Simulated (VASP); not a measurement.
Runs of VASP 6.6.1 on W. The structure is that of space group Fd-3m (No. 227), or close to it. The cells are those of the table. 

| task | cell | cutoff (eV) | gap on the mesh (eV) | pressure (GPa) |
| --- | --- | --- | --- | --- |
| single point | a = 3.790 Å, angles 60.0°, 2 atoms | 520 | none | 51.6 |
| relaxation of cell and atoms | relaxed to 49 GPa from a = 3.790 Å, angles 60.0°, 2 atoms | 600 | none | 49.0 |
| relaxation of cell and atoms | relaxed to 49 GPa from a = 3.642 Å, angles 60.0°, 2 atoms | 600 | none | 49.0 |
| single point | a = 3.789 Å, angles 60.0°, 2 atoms | 520 | none | (a) |

Alike in all rows: level PBE; potentials or basis VASP PAW PBE potentials, release 64 (W_sv); no spin polarisation; k mesh 13 × 13 × 13; smearing fermi-dirac 0.08 eV.

Task: Fill in the values left out.

Result: (a) 51.8.

Caveats: spin-orbit coupling is left out, which moves the levels of the heavy elements; the cell is relaxed towards a set pressure, so the enthalpy falls and the energy may rise (some runs).

A k mesh can miss the band edges, and the runs leave out spin-orbit coupling on W.

A gap of «none» marks levels without a gap at the run's occupations.
